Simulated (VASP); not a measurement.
Runs of VASP 6.6.1 on CrO2. The structure is that of space group R-3m (No. 166), or close to it. The cells are those of the table. 

| cell | gap on the mesh (eV) | pressure (GPa) | moment (μB) | largest force (eV/Å) |
| --- | --- | --- | --- | --- |
| a = 5.090 Å, angles 34.0°, 3 atoms | none | -8.6 | 2.00 | 0.36 |
| a = 5.055 Å, angles 34.0°, 3 atoms | none | -5.5 | 2.00 | 0.10 |
| a = 5.189 Å, angles 34.0°, 3 atoms | none | (a) | 2.00 | 1.00 |
| a = 5.021 Å, angles 34.0°, 3 atoms | none | -2.0 | 2.00 | 0.18 |

Alike in all rows: task single point; level PBE; potentials or basis VASP PAW PBE potentials, release 64 (Cr_sv, O); spin collinear, ferromagnetic start; k mesh 10 × 10 × 10; cutoff (eV) 700; smearing fermi-dirac 0.05 eV.

Fill in the values left out.

(a) -16.0.

Caveats: a cell with one magnetic atom can't hold antiferromagnetic order, which such compounds often take; semilocal functionals often make such compounds metallic where correlation or magnetic order opens a gap, which also shifts bond lengths; the stress differs along the axes, from -12 to -3 GPa (at least some runs); the stress differs along the axes, from -8 to -1 GPa (at least some runs); the stress differs along the axes, from -20 to -8 GPa (at least some runs); forces of over 1 eV/Å act on the atoms, so gaps and moduli don't describe the material at rest (at least some runs); the stress differs along the axes, from -4 to 2 GPa (at least some runs).

A gap of «none» marks levels without a gap at the run's occupations.
